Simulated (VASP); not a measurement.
# Sn (Im-3m) in VASP: further runs

Runs on Sn. Level: r2SCAN. Tasks: single point, relaxation of volume and atoms at fixed shape.

Program: VASP 6.6.1. These are calculated values, not measurements. Logs are shortened: lines on timing, memory, paths and dates and some standing lists are left out, and cuts for length are marked.

**1. The cell of the first run**

Symmetry: Im-3m, No. 229, cubic system. Conventional cell: a = 3.783 Å, b = 3.783 Å, c = 3.783 Å, α = 90.00°, β = 90.00°, γ = 90.00°. Sn (site symmetry m-3m) has 14 Sn at 3.28 to 3.78 Å within 4.3 Å.

**2. Single point, r2SCAN**

The input, POSCAR:

```
Sn
1.0
   -1.8912799047      1.8912799047      1.8912799047
    1.8912799047     -1.8912799047      1.8912799047
    1.8912799047      1.8912799047     -1.8912799047
Sn
1
Direct
    0.0000000000      0.0000000000      0.0000000000
```

The input, INCAR.step1:

```
  ALGO = Normal
  EDIFF = 1E-4
  ENCUT = 520
  GGA = PE
  ISMEAR = 0
  LASPH = True
  LCHARG = False
  LREAL = False
  LWAVE = True
  NBANDS = 13
  NELM = 100
  PREC = Accurate
  SIGMA = 0.1
```

The input, INCAR.step2:

```
  ALGO = Normal
  EDIFF = 1E-7
  ENCUT = 520
  ISIF = 2
  ISMEAR = 0
  ISTART = 1
  LASPH = True
  LCHARG = False
  LMIXTAU = True
  LREAL = False
  LWAVE = False
  METAGGA = R2SCAN
  NBANDS = 13
  NELM = 100
  PREC = Accurate
  SIGMA = 0.1
```

The input, KPOINTS:

```
k-points
0
Gamma
  16 16 16
```

Potentials or basis: VASP PAW PBE potentials, release 64 (Sn_d).

On the command line:

```
> cat potpaw_PBE.64/Sn_d/POTCAR > POTCAR
> cp INCAR.step1 INCAR
> mpirun -np 1 vasp_std > vasp.out
> cp INCAR.step2 INCAR
> mpirun -np 1 vasp_std > vasp.out
```

OUTCAR:

```text
EDIFF = 1E-7
   ENCUT = 520
   ISIF = 2
   ISMEAR = 0
   ISTART = 1
   LASPH = True
   LREAL = False
   METAGGA = R2SCAN
   NELM = 100
   PREC = Accurate

 ion  position               nearest neighbor table
   1  0.000  0.000  0.000-

  LATTYP: Found a body centered cubic cell.
 ALAT       =     3.7825598094

  Lattice vectors:

 A1 = (  -1.8912799047,   1.8912799047,   1.8912799047)
 A2 = (   1.8912799047,  -1.8912799047,   1.8912799047)
 A3 = (   1.8912799047,   1.8912799047,  -1.8912799047)

Analysis of symmetry for initial positions (statically):
=====================================================================
 Subroutine PRICEL returns:
 Original cell was already a primitive cell.

 Routine SETGRP: Setting up the symmetry group for a
 body centered cubic supercell.

 Subroutine GETGRP returns: Found 48 space group operations
 (whereof 48 operations were pure point group operations)
 out of a pool of 48 trial point group operations.

The static configuration has the point symmetry O_h .

Analysis of symmetry for dynamics (positions and initial velocities):
=====================================================================
 Subroutine PRICEL returns:
 Original cell was already a primitive cell.

 Routine SETGRP: Setting up the symmetry group for a
 body centered cubic supercell.

 Subroutine GETGRP returns: Found 48 space group operations
 (whereof 48 operations were pure point group operations)
 out of a pool of 48 trial point group operations.

The dynamic configuration has the point symmetry O_h .

 Subroutine INISYM returns: Found 48 space group operations
 (whereof 48 operations are pure point group operations),
 and found     1 'primitive' translations

----------------------------------------------------------------------------------------

                                     Primitive cell

  volume of cell :      27.0600

  direct lattice vectors                    reciprocal lattice vectors
    -1.891279905  1.891279905  1.891279905     0.000000000  0.264371233  0.264371233
     1.891279905 -1.891279905  1.891279905     0.264371233  0.000000000  0.264371233
     1.891279905  1.891279905 -1.891279905     0.264371233  0.264371233  0.000000000

  length of vectors
     3.275792886  3.275792886  3.275792886     0.373877383  0.373877383  0.373877383

  position of ions in fractional coordinates (direct lattice)
     0.000000000  0.000000000  0.000000000

  ion indices of the primitive-cell ions
   primitive index   ion index
                 1           1

----------------------------------------------------------------------------------------

 KPOINTS: k-points

Automatic generation of k-mesh.
 Grid dimensions read from file:
 generate k-points for:   16   16   16

 Generating k-lattice:

  Cartesian coordinates                     Fractional coordinates (reciprocal lattice)
     0.000000000  0.016523202  0.016523202     0.062500000  0.000000000  0.000000000
     0.016523202  0.000000000  0.016523202     0.000000000  0.062500000  0.000000000
     0.016523202  0.016523202  0.000000000     0.000000000  0.000000000  0.062500000

  Length of vectors
     0.023367336  0.023367336  0.023367336

  Shift w.r.t. Gamma in fractional coordinates (k-lattice)
     0.000000000  0.000000000  0.000000000

 Subroutine IBZKPT returns following result:
 ===========================================

 Found    145 irreducible k-points:

 Following reciprocal coordinates:
            Coordinates               Weight
  0.000000  0.000000  0.000000      1.000000
  0.062500  0.000000  0.000000     12.000000
  0.125000  0.000000  0.000000     12.000000
  0.187500  0.000000  0.000000     12.000000
  0.250000  0.000000  0.000000     12.000000
  0.312500  0.000000  0.000000     12.000000
[... 16 lines left out ...]
  0.187500  0.187500  0.000000     24.000000
  0.250000  0.187500 -0.000000     48.000000
 [... further k-points ...]
   k-points           NKPTS =    145   k-points in BZ     NKDIM =    145   number of bands    NBANDS=     13
   number of dos      NEDOS =    301   number of ions     NIONS =      1
   total plane-waves  NPLWV =  13824
   dimension x,y,z NGX =    24 NGY =   24 NGZ =   24
   dimension x,y,z NGXF=    48 NGYF=   48 NGZF=   48
   ions per type =               1
   NGX,Y,Z   is equivalent  to a cutoff of  12.18, 12.18, 12.18 a.u.
   NGXF,Y,Z  is equivalent  to a cutoff of  24.36, 24.36, 24.36 a.u.
 SYSTEM =  unknown system
   PREC   = accura    normal or accurate (medium, high low for compatibility)
   ISTART =      1    job   : 0-new  1-cont  2-samecut
   ICHARG =      0    charge: 1-file 2-atom 10-const
   ISPIN  =      1    spin polarized calculation?
   LNONCOLLINEAR =      F non collinear calculations
   LSORBIT =      F    spin-orbit coupling
   LASPH  =      T    aspherical Exc in radial PAW
   ENCUT  =  520.0 eV  38.22 Ry    6.18 a.u.   6.09  6.09  6.09*2*pi/ulx,y,z
   NELM   =    100;   NELMIN=  2; NELMDL=  0     # of ELM steps
   EDIFF  = 0.1E-06   stopping-criterion for ELM
   LREAL  =      F    real-space projection
   EDIFFG = 0.1E-05   stopping-criterion for IOM
   NSW    =      0    number of steps for IOM
   IBRION =     -1    ionic relax: 0-MD 1-quasi-New 2-CG
   NFREE  =      0    steps in history (QN), initial steepest desc. (CG)
   ISIF   =      2    stress and relaxation
   ISYM   =      2    0-nonsym 1-usesym 2-fastsym
   POTIM  = 0.5000    time-step for ionic-motion
   TEBEG  =    0.0;   TEEND  =   0.0 temperature during run
   PSTRESS=    0.0 pullay stress
   NELECT =      14.0000    total number of electrons
   NUPDOWN=      -1.0000    fix difference up-down
   EMIN   =  10.00;   EMAX   =-10.00  energy-range for DOS
   EFERMI =   0.00;   METHOD = LEGACY
   ISMEAR =     0;   SIGMA  =   0.10  broadening in eV -4-tet -1-fermi 0-gaus
   EFERMI_NEDOS =   21; number of points for ismear=-14 and -15
   IALGO  =     38    algorithm
   IMIX   =      4    mixing-type and parameters
     AMIX     =   0.40;   BMIX     =  1.00
     AMIX_MAG =   1.60;   BMIX_MAG =  1.00
  volume/ion in A,a.u.               =      27.06       182.61
  Fermi-wavevector in a.u.,A,eV,Ry     =   1.314241  2.483556 23.500386  1.727230
  Thomas-Fermi vector in A             =   2.444508
   LORBIT       =      0    0 simple, 1 ext, 2 COOP (PROOUT), +10 PAW based schemes
   METAGGA = R2SCAN    functional components
   LHFCALC =     F    Hartree Fock is set to
   AEXX    =    0.0000 exact exchange contribution
   IVDW    =     0    specifies the selected vdW correction
   LEPSILON=     F    determine dielectric tensor
   LRPA    =     F    only Hartree local field effects (RPA)
 non-spin polarized calculation
 Gauss-broadening in eV      SIGMA  =   0.10
  energy-cutoff  :      520.00
  volume of cell :       27.06
 maximum number of plane-waves:       737
   NGX = 13   NGY = 13   NGZ = 13

 number of electron      13.9999993 magnetization

 Free energy of the ion-electron system (eV)
  ---------------------------------------------------
  ext. energy  EPLUGINS =         0.00000000
  ---------------------------------------------------
  free energy    TOTEN  =       -24.49789480 eV

  energy without entropy =      -24.49399318  energy(sigma->0) =      -24.49594399

 E-fermi :   8.0472     XC(G=0): -11.2834

 val. band max:        8.0444197628   @ k =  -0.2500   0.3750   0.1250
 cond. band min:       8.0847021239   @ k =   0.2500   0.1875   0.1250
 fundamental gap:      0.0402823611
 Fermi energy:         8.0472092621

 k-point     1 :       0.0000    0.0000    0.0000
  band No.  band energies     occupation
      1     -14.1781      2.00000
      2     -14.1780      2.00000
      3     -14.1780      2.00000
      4     -14.0233      2.00000
      5     -14.0233      2.00000
      6      -3.5967      2.00000
      7      16.5641      0.00000
      8      16.5641      0.00000
      9      16.5641      0.00000
     10      21.0088      0.00000
     11      21.0088      0.00000
     12      21.0088      0.00000
     13      21.3447      0.00000

 k-point     2 :       0.0625    0.0000    0.0000
  band No.  band energies     occupation
      1     -14.1800      2.00000
      2     -14.1752      2.00000
      3     -14.1690      2.00000
      4     -14.0255      2.00000
      5     -14.0236      2.00000
      6      -3.5062      2.00000
      7      15.7601      0.00000
      8      16.1751      0.00000
      9      16.4494      0.00000
     10      19.9170      0.00000
     11      20.0991      0.00000
     12      20.8011      0.00000
     13      21.8578      0.00000

 k-point     3 :       0.1250    0.0000    0.0000
  band No.  band energies     occupation
      1     -14.1855      2.00000
      2     -14.1677      2.00000
      3     -14.1430      2.00000
      4     -14.0314      2.00000
      5     -14.0245      2.00000
      6      -3.2345      2.00000
      7      13.9393      0.00000
      8      15.3249      0.00000
      9      16.1167      0.00000
     10      18.9770      0.00000
     11      19.1915      0.00000
     12      20.6256      0.00000
     13      22.4241      0.00000
[... 305 lines left out ...]
 k-point    23 :       0.1875    0.1875    0.0000
  band No.  band energies     occupation
      1     -14.1939      2.00000
      2     -14.1463      2.00000
      3     -14.0504      2.00000
      4     -14.0364      2.00000
      5     -14.0112      2.00000
      6      -1.1545      2.00000
      7       8.5439      0.00000
      8      10.2874      0.00000
      9      13.6218      0.00000
     10      18.6723      0.00000
     11      19.2617      0.00000
     12      22.2850      0.00000
     13      23.9074      0.00000

 k-point    24 :       0.2500    0.1875   -0.0000
  band No.  band energies     occupation
      1     -14.1971      2.00000
      2     -14.1366      2.00000
      3     -14.0481      2.00000
      4     -14.0394      2.00000
      5     -13.9885      2.00000
      6      -0.2690      2.00000
      7       7.0832      2.00000
      8       9.3069      0.00000
      9      13.1675      0.00000
     10      18.5151      0.00000
     11      19.7800      0.00000
     12      22.4903      0.00000
     13      25.2282      0.00000

 [... further k-points ...]
[... 5 lines left out ...]
  --------------------------------------------------------------------------------------
  -------------------------------------------------------------------------------------
  Total        0.0045323      0.0045323      0.0045323      0.0000000      0.0000000     -0.0000000
  in kB        0.2683526      0.2683526      0.2683526      0.0000000      0.0000000     -0.0000000
  external PRESSURE =       0.2683526 kB  Pullay stress =       0.0000000 kB

 VOLUME and BASIS-vectors are now :
 -----------------------------------------------------------------------------
  energy-cutoff  :      520.00
  volume of cell :       27.06
      direct lattice vectors                 reciprocal lattice vectors
    -1.891279905  1.891279905  1.891279905     0.000000000  0.264371233  0.264371233
     1.891279905 -1.891279905  1.891279905     0.264371233  0.000000000  0.264371233
     1.891279905  1.891279905 -1.891279905     0.264371233  0.264371233  0.000000000

 POSITION                                       TOTAL-FORCE (eV/Angst)
 -----------------------------------------------------------------------------------
      0.00000      0.00000      0.00000         0.000000     -0.000000      0.000000
 -----------------------------------------------------------------------------------
    total drift:                                0.000000      0.000000      0.000000

  FREE ENERGIE OF THE ION-ELECTRON SYSTEM (eV)
  ---------------------------------------------------
  free  energy   TOTEN  =       -24.4978947953 eV

  energy  without entropy=      -24.4939931762  energy(sigma->0) =      -24.49594399
```

It took 78 s on 1 thread of Intel Xeon Platinum 8259CL at 2.50GHz (Skylake/Cascade Lake), shared host; peak memory 0.17 GiB.

What came out:

- Free energy: -24.4979 eV
- Pressure: 0.0 GPa
- Band gap on the k mesh: zero (band 7 reaches 16.56 eV, above the bottom of band 8 at 5.55 eV)

Caveat: the PAW data sets were made with another functional, which shifts forces and pressure a little; spin-orbit coupling is left out, which moves the levels of the heavy elements.

**3. Relaxation of volume and atoms at fixed shape, r2SCAN**

This run uses another cell than the first one, of 27.20 Å³/atom, 1.005 times its volume.

The input, POSCAR:

```
Sn
1.0
   -1.8946520000      1.8946520000      1.8946520000
    1.8946520000     -1.8946520000      1.8946520000
    1.8946520000      1.8946520000     -1.8946520000
Sn
1
Direct
    0.0000000000      0.0000000000      0.0000000000
```

The input, INCAR.step1:

```
SYSTEM = Sn
PREC = Accurate
ENCUT = 600
ISMEAR = 0
SIGMA = 0.1
LREAL = .FALSE.
LASPH = .TRUE.
NELM = 80
GGA = PE
ALGO = Normal
EDIFF = 1E-4
LWAVE = .TRUE.
LCHARG = .FALSE.
```

The input, INCAR.step2:

```
SYSTEM = Sn
PREC = Accurate
ENCUT = 600
EDIFF = 1E-7
ISMEAR = 0
SIGMA = 0.1
LREAL = .FALSE.
LASPH = .TRUE.
NELM = 80
ALGO = Normal
ISIF = 8
LWAVE = .FALSE.
LCHARG = .FALSE.
METAGGA = R2SCAN
LMIXTAU = .TRUE.
IBRION = 2
NSW = 80
EDIFFG = -0.02
ISTART = 1
```

The input, KPOINTS:

```
regular mesh
0
G
  16 16 16
  0 0 0
```

Potentials or basis: VASP PAW PBE potentials, release 64 (Sn_d).

On the command line:

```
> cat potpaw_PBE.64/Sn_d/POTCAR > POTCAR
> cp INCAR.step1 INCAR
> mpirun -np 1 vasp_std > vasp.out
> cp INCAR.step2 INCAR
> mpirun -np 1 vasp_std > vasp.out
```

Wall time 4.9 min (1 thread of Intel Xeon Platinum 8259CL at 2.50GHz (Skylake/Cascade Lake), shared host); peak memory 0.21 GiB.

It converged, with:

```
Free energy                            : -24.4990 eV
Relaxed volume                         : 27.07 Å³/atom
Relaxed cell                           : a = 3.276 Å, b = 3.276 Å, c = 3.276 Å, α = 109.47°, β = 109.47°, γ = 109.47°
Space group after relaxing (to 0.05 Å) : Im-3m (No. 229)
Energy gained by relaxing              : 0.1 meV/atom
Ionic steps                            : 2
Pressure after relaxing                : 0.0 GPa
Band gap on the k mesh                 : zero (band 7 reaches 16.55 eV, above the bottom of band 8 at 5.55 eV)
```

Final structure:
```yaml
crystal:
  lattice:
    - [-1.89156, 1.89156, 1.89156]
    - [1.89156, -1.89156, 1.89156]
    - [1.89156, 1.89156, -1.89156]
  atoms:
    - { symbol: Sn, position: [0.00000, 0.00000, 0.00000] }
```

Levels at points of the mesh, in eV from the Fermi level:
| k point | band 3 | band 4 | band 5 | band 6 | band 7 | band 8 | band 9 | band 10 | band 11 |
| --- | --- | --- | --- | --- | --- | --- | --- | --- | --- |
| (0.00, 0.00, 0.00) | -22.23 | -22.07 | -22.07 | -11.64 | 8.51 | 8.51 | 8.51 | 12.96 | 12.96 |
| (0.50, 0.00, 0.00) | -22.08 | -22.08 | -21.98 | -6.61 | -4.67 | 3.80 | 5.91 | 8.63 | 8.68 |
| (0.50, 0.50, 0.50) | -22.00 | -22.00 | -22.00 | -2.26 | -0.56 | -0.56 | -0.56 | 4.22 | 4.22 |

Caveat: the PAW data sets were made with another functional, which shifts forces and pressure a little; spin-orbit coupling is left out, which moves the levels of the heavy elements.
